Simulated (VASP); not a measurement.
# InAsS4 (P-6m2) in VASP: single point with PBE

Aim: the single point of InAsS4 with PBE.

All numbers are computed with VASP 6.6.1; they aren't measurements. Logs are shortened: lines on timing, memory, paths and dates and some standing lists are left out, and cuts for length are marked.

## Step 1: The cell of the first run

It takes space group P-6m2 (No. 187, hexagonal). Conventional cell: a = 5.915 Å, b = 5.915 Å, c = 4.798 Å, α = 90.00°, β = 90.00°, γ = 120.00°. In (site symmetry -6m2) has 3 As at 3.42 Å and 15 S at 3.42 to 3.81 Å within 4.5 Å. As (site symmetry -6m2) has 9 S at 2.93 to 3.42 Å and 3 In at 3.42 Å within 3.9 Å. S (site symmetry -6m2) has 6 S at 2.96 Å and 3 In at 3.42 Å and 3 As at 3.42 Å within 3.9 Å. Within 3.9 Å of S (site symmetry mm2) lie 6 S at 2.92 to 2.99 Å and 2 As at 2.93 Å and 4 In at 3.81 Å.

The cell was built from a structure type or drawn by symmetry, and may not be a known phase.

## Step 2: Single point, PBE

Contents of INCAR:

```
SYSTEM = InAsS4
PREC = Accurate
ENCUT = 520
EDIFF = 1E-6
ISMEAR = 0
SIGMA = 0.1
LREAL = .False.
LASPH = .True.
NELM = 100
ALGO = Normal
ISIF = 2
LWAVE = .False.
LCHARG = .False.
GGA = PE
NBANDS = 30
```

Contents of KPOINTS:

```
Automatic mesh
0
Gamma
  3 3 4
  0 0 0
```

Contents of POSCAR:

```
InAsS4
1.0
    5.9154507400      0.0000000000      0.0000000000
   -2.9577253700      5.1229306200      0.0000000000
    0.0000000000      0.0000000000      4.7977150200
In As S
1 1 4
Direct
    0.0000000000      0.0000000000      0.0000000000
    0.3333333300      0.6666666700      0.0000000000
    0.6666666700      0.3333333300      0.0000000000
    0.0038460000      0.5019230000      0.5000000000
    0.4980770000      0.5019230000      0.5000000000
    0.4980770000      0.9961540000      0.5000000000
```

Potentials or basis: VASP PAW PBE potentials, release 64 (In_d, As, S).

Started as:

```
cat potpaw_PBE.64/In_d/POTCAR potpaw_PBE.64/As/POTCAR potpaw_PBE.64/S/POTCAR > POTCAR
mpirun -np 1 vasp_std > vasp.out
```

OUTCAR:

```text
SYSTEM = InAsS4
   PREC = Accurate
   ENCUT = 520
   EDIFF = 1E-6
   ISMEAR = 0
   LREAL = .False.
   LASPH = .True.
   NELM = 100
   ISIF = 2
   GGA = PE

 ion  position               nearest neighbor table
   1  0.000  0.000  0.000-   2 3.42   2 3.42   2 3.42
   2  0.333  0.667  0.000-   1 3.42   1 3.42   1 3.42
   3  0.667  0.333  0.000-
   4  0.004  0.502  0.500-
   5  0.498  0.502  0.500-
   6  0.498  0.996  0.500-

  LATTYP: Found a hexagonal cell.
 ALAT       =     5.9154507400
 C/A-ratio  =     0.8110480893

  Lattice vectors:

 A1 = (   5.9154507400,   0.0000000000,   0.0000000000)
 A2 = (  -2.9577253700,   5.1229306200,   0.0000000000)
 A3 = (   0.0000000000,   0.0000000000,   4.7977150200)

Analysis of symmetry for initial positions (statically):
=====================================================================
 Subroutine PRICEL returns:
 Original cell was already a primitive cell.

 Routine SETGRP: Setting up the symmetry group for a
 hexagonal supercell.

 Subroutine GETGRP returns: Found 12 space group operations
 (whereof 12 operations were pure point group operations)
 out of a pool of 24 trial point group operations.

The static configuration has the point symmetry D_3h.

Analysis of symmetry for dynamics (positions and initial velocities):
=====================================================================
 Subroutine PRICEL returns:
 Original cell was already a primitive cell.

 Routine SETGRP: Setting up the symmetry group for a
 hexagonal supercell.

 Subroutine GETGRP returns: Found 12 space group operations
 (whereof 12 operations were pure point group operations)
 out of a pool of 24 trial point group operations.

The dynamic configuration has the point symmetry D_3h.

 Subroutine INISYM returns: Found 12 space group operations
 (whereof 12 operations are pure point group operations),
 and found     1 'primitive' translations

----------------------------------------------------------------------------------------

                                     Primitive cell

  volume of cell :     145.3921

  direct lattice vectors                    reciprocal lattice vectors
     5.915450740  0.000000000  0.000000000     0.169048826  0.097600385  0.000000000
    -2.957725370  5.122930620  0.000000000     0.000000000  0.195200770  0.000000000
     0.000000000  0.000000000  4.797715020     0.000000000  0.000000000  0.208432555

  length of vectors
     5.915450740  5.915450744  4.797715020     0.195200770  0.195200770  0.208432555

  position of ions in fractional coordinates (direct lattice)
     0.000000000  0.000000000  0.000000000
     0.333333330  0.666666670  0.000000000
     0.666666670  0.333333330  0.000000000
     0.003846000  0.501923000  0.500000000
     0.498077000  0.501923000  0.500000000
     0.498077000  0.996154000  0.500000000

  ion indices of the primitive-cell ions
   primitive index   ion index
                 1           1
                 2           2
                 3           3
                 4           4
                 5           5
                 6           6

----------------------------------------------------------------------------------------

 KPOINTS: Automatic mesh

Automatic generation of k-mesh.
 Grid dimensions read from file:
 generate k-points for:    3    3    4

 Generating k-lattice:

  Cartesian coordinates                     Fractional coordinates (reciprocal lattice)
     0.056349609  0.032533462  0.000000000     0.333333333  0.000000000  0.000000000
     0.000000000  0.065066923  0.000000000     0.000000000  0.333333333  0.000000000
     0.000000000  0.000000000  0.052108139     0.000000000  0.000000000  0.250000000

  Length of vectors
     0.065066923  0.065066923  0.052108139

  Shift w.r.t. Gamma in fractional coordinates (k-lattice)
     0.000000000  0.000000000  0.000000000

 Subroutine IBZKPT returns following result:
 ===========================================

 Found      9 irreducible k-points:

 Following reciprocal coordinates:
            Coordinates               Weight
  0.000000  0.000000  0.000000      1.000000
  0.333333 -0.000000  0.000000      6.000000
  0.333333  0.333333  0.000000      2.000000
  0.000000  0.000000  0.250000      2.000000
  0.333333 -0.000000  0.250000     12.000000
  0.333333  0.333333  0.250000      4.000000
  0.000000  0.000000  0.500000      1.000000
  0.333333 -0.000000  0.500000      6.000000
  0.333333  0.333333  0.500000      2.000000
   k-points           NKPTS =      9   k-points in BZ     NKDIM =      9   number of bands    NBANDS=     30
   number of dos      NEDOS =    301   number of ions     NIONS =      6
   total plane-waves  NPLWV =  82944
   dimension x,y,z NGX =    48 NGY =   48 NGZ =   36
   dimension x,y,z NGXF=    96 NGYF=   96 NGZF=   72
   ions per type =               1   1   4
   NGX,Y,Z   is equivalent  to a cutoff of  13.49, 13.49, 12.47 a.u.
   NGXF,Y,Z  is equivalent  to a cutoff of  26.98, 26.98, 24.95 a.u.
 SYSTEM =  InAsS4
   PREC   = accura    normal or accurate (medium, high low for compatibility)
   ISTART =      0    job   : 0-new  1-cont  2-samecut
   ICHARG =      2    charge: 1-file 2-atom 10-const
   ISPIN  =      1    spin polarized calculation?
   LNONCOLLINEAR =      F non collinear calculations
   LSORBIT =      F    spin-orbit coupling
   LASPH  =      T    aspherical Exc in radial PAW
   ENCUT  =  520.0 eV  38.22 Ry    6.18 a.u.  11.00 11.00  8.92*2*pi/ulx,y,z
   NELM   =    100;   NELMIN=  2; NELMDL= -5     # of ELM steps
   EDIFF  = 0.1E-05   stopping-criterion for ELM
   LREAL  =      F    real-space projection
   EDIFFG = 0.1E-04   stopping-criterion for IOM
   NSW    =      0    number of steps for IOM
   IBRION =     -1    ionic relax: 0-MD 1-quasi-New 2-CG
   NFREE  =      0    steps in history (QN), initial steepest desc. (CG)
   ISIF   =      2    stress and relaxation
   ISYM   =      2    0-nonsym 1-usesym 2-fastsym
   POTIM  = 0.5000    time-step for ionic-motion
   TEBEG  =    0.0;   TEEND  =   0.0 temperature during run
   PSTRESS=    0.0 pullay stress
   NELECT =      42.0000    total number of electrons
   NUPDOWN=      -1.0000    fix difference up-down
   EMIN   =  10.00;   EMAX   =-10.00  energy-range for DOS
   EFERMI =   0.00;   METHOD = LEGACY
   ISMEAR =     0;   SIGMA  =   0.10  broadening in eV -4-tet -1-fermi 0-gaus
   EFERMI_NEDOS =   21; number of points for ismear=-14 and -15
   IALGO  =     38    algorithm
   IMIX   =      4    mixing-type and parameters
     AMIX     =   0.40;   BMIX     =  1.00
     AMIX_MAG =   1.60;   BMIX_MAG =  1.00
  volume/ion in A,a.u.               =      24.23       163.53
  Fermi-wavevector in a.u.,A,eV,Ry     =   1.082209  2.045078 15.934811  1.171176
  Thomas-Fermi vector in A             =   2.218244
   LORBIT       =      0    0 simple, 1 ext, 2 COOP (PROOUT), +10 PAW based schemes
   GGA     = PE    functional components
   LHFCALC =     F    Hartree Fock is set to
   AEXX    =    0.0000 exact exchange contribution
   IVDW    =     0    specifies the selected vdW correction
   LEPSILON=     F    determine dielectric tensor
   LRPA    =     F    only Hartree local field effects (RPA)
 non-spin polarized calculation
 Gauss-broadening in eV      SIGMA  =   0.10
  energy-cutoff  :      520.00
  volume of cell :      145.39
 maximum number of plane-waves:      3948
 NGX is ok and might be reduce to    48
   NGX = 21   NGY = 21   NGZ = 17

 number of electron      42.0000007 magnetization

 Free energy of the ion-electron system (eV)
  ---------------------------------------------------
  ext. energy  EPLUGINS =         0.00000000
  ---------------------------------------------------
  free energy    TOTEN  =       -19.12679086 eV

  energy without entropy =      -19.09538958  energy(sigma->0) =      -19.11109022

 E-fermi :   3.9149     XC(G=0):  -9.3934

 val. band max:        3.8448905874   @ k =   0.0000   0.0000   0.2500
 cond. band min:       3.9317916028   @ k =   0.3333   0.3333   0.5000
 fundamental gap:      0.0869010154
 Fermi energy:         3.9148930653

 k-point     1 :       0.0000    0.0000    0.0000
  band No.  band energies     occupation
      1     -10.2943      2.00000
      2     -10.2101      2.00000
      3     -10.2101      2.00000
      4     -10.1832      2.00000
      5     -10.1832      2.00000
      6     -10.1529      2.00000
[... 22 lines left out ...]
     29       8.9768      0.00000
     30      10.2663      0.00000

 k-point     2 :       0.3333   -0.0000    0.0000
  band No.  band energies     occupation
      1     -10.2437      2.00000
      2     -10.2109      2.00000
      3     -10.2103      2.00000
      4     -10.1943      2.00000
      5     -10.1791      2.00000
      6      -9.8549      2.00000
[... 22 lines left out ...]
     29       8.5690      0.00000
     30      11.3585      0.00000

 k-point     3 :       0.3333    0.3333    0.0000
  band No.  band energies     occupation
      1     -10.2372      2.00000
      2     -10.2109      2.00000
      3     -10.2108      2.00000
      4     -10.1916      2.00000
      5     -10.1908      2.00000
      6      -9.3236      2.00000
[... 22 lines left out ...]
     29       8.4025      0.00000
     30      11.6897      0.00000

 k-point     4 :       0.0000    0.0000    0.2500
  band No.  band energies     occupation
      1     -10.2522      2.00000
      2     -10.2119      2.00000
      3     -10.2119      2.00000
      4     -10.1818      2.00000
      5     -10.1818      2.00000
      6      -9.9229      2.00000
[... 121 lines left out ...]
     29       8.4030      0.00000
     30      12.0826      0.00000

 k-point     8 :       0.3333   -0.0000    0.5000
  band No.  band energies     occupation
      1     -10.2324      2.00000
      2     -10.2232      2.00000
      3     -10.2150      2.00000
      4     -10.1867      2.00000
      5     -10.1780      2.00000
      6      -9.1469      2.00000
[... 22 lines left out ...]
     29       8.1903      0.00000
     30      11.8085      0.00000

 k-point     9 :       0.3333    0.3333    0.5000
  band No.  band energies     occupation
      1     -10.2286      2.00000
      2     -10.2217      2.00000
      3     -10.2202      2.00000
      4     -10.1846      2.00000
      5     -10.1832      2.00000
      6      -8.7442      2.00000
[... 22 lines left out ...]
     29       8.6303      0.00000
     30      11.7053      0.00000

------------------------ aborting loop because EDIFF is reached ----------------------------------------

  FORCE on cell =-STRESS in cart. coord.  units (eV):
  Direction    XX          YY          ZZ          XY          YZ          ZX
  --------------------------------------------------------------------------------------
  -------------------------------------------------------------------------------------
  Total       -4.5333989     -4.5333989    -11.1461069      0.0000000      0.0000000      0.0000000
  in kB      -49.9567016    -49.9567016   -122.8267679      0.0000000      0.0000000      0.0000000
  external PRESSURE =     -74.2467237 kB  Pullay stress =       0.0000000 kB

 VOLUME and BASIS-vectors are now :
 -----------------------------------------------------------------------------
  energy-cutoff  :      520.00
  volume of cell :      145.39
      direct lattice vectors                 reciprocal lattice vectors
     5.915450740  0.000000000  0.000000000     0.169048826  0.097600385  0.000000000
    -2.957725370  5.122930620  0.000000000     0.000000000  0.195200770  0.000000000
     0.000000000  0.000000000  4.797715020     0.000000000  0.000000000  0.208432555

 POSITION                                       TOTAL-FORCE (eV/Angst)
 -----------------------------------------------------------------------------------
      0.00000      0.00000      0.00000        -0.000000      0.000000     -0.000000
     -0.00000      3.41529      0.00000        -0.000000      0.000000     -0.000000
      2.95773      1.70764      0.00000        -0.000000      0.000000     -0.000000
     -1.46180      2.57132      2.39886         0.102754      0.059325     -0.000000
      1.46180      2.57132      2.39886        -0.102754      0.059325     -0.000000
      0.00000      5.10323      2.39886        -0.000000     -0.118650      0.000000
 -----------------------------------------------------------------------------------
    total drift:                               -0.000011      0.000006      0.000000

  FREE ENERGIE OF THE ION-ELECTRON SYSTEM (eV)
  ---------------------------------------------------
  free  energy   TOTEN  =       -19.1267908577 eV

  energy  without entropy=      -19.0953895778  energy(sigma->0) =      -19.11109022
```

Run time: 1.7 min. Hardware: 1 thread of AMD EPYC 7R13, shared host; peak memory 0.25 GiB.

Results:

```yaml
Free_energy: -19.1268 eV
Pressure: -7.4 GPa
Largest_force: 0.119 eV/Å
Band_gap_on_the_k_mesh: zero (bands 21 and 22 overlap by 1.40 eV)
```

Forces in eV/Å, atoms in the order of the input:
```
In   0.000  0.000  0.000
As   0.000  0.000  0.000
S    0.000  0.000  0.000
S    0.103  0.059  0.000
S   -0.103  0.059  0.000
S    0.000 -0.119  0.000
```

Stress tensor (GPa, compression positive):
```
 -5.00   0.00   0.00
  0.00  -5.00   0.00
  0.00   0.00 -12.28
```

Caveat: the k points lie up to 0.41 Å⁻¹ apart, too coarse for converged energies and pressures of a metal; spin-orbit coupling is left out, which moves the levels of the heavy elements.
